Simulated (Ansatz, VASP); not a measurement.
# SiC2: VASP beside Ansatz

```
Si C
1.0
     2.70603    0.00000    0.00000
    -1.35301    2.34349    0.00000
     0.00000    0.00000    7.80746
Si C
2 4
Direct
  0.66667 0.33333 0.84138
  0.66667 0.33333 0.15862
  0.33333 0.66667 0.62882
  0.33333 0.66667 0.00000
  0.33333 0.66667 0.37118
  0.66667 0.33333 0.50000
```

Alike in both runs: functional PBE; k mesh 6 × 6 × 2; occupations gaussian, width 0.1 eV; no spin polarisation.

Ansatz relaxed the structure, and its values are those at the end. VASP's run is a single point on that final structure, the one shown.

|  | VASP | Ansatz |
| --- | --- | --- |
| version | VASP 6.6.1 | Ansatz 0.2.0 |
| potentials or method | VASP PAW PBE potentials, release 64 (Si, C), cutoff 520 eV | scalar-relativistic, plane waves, PAW |
| valence electrons in the cell | 24 | 24 |

```csv
,VASP,Ansatz,Ansatz less VASP
gap on the k mesh at the Fermi level (eV),none,none,-
pressure (GPa),0.0,-0.1,-0.11
rms of the force components (eV/Å),0.004,0.005,+0.0006
```

A gap of «none» marks a metal or a gap that the smearing closes.

The k mesh is coarse, so the values compare programs but aren't converged.
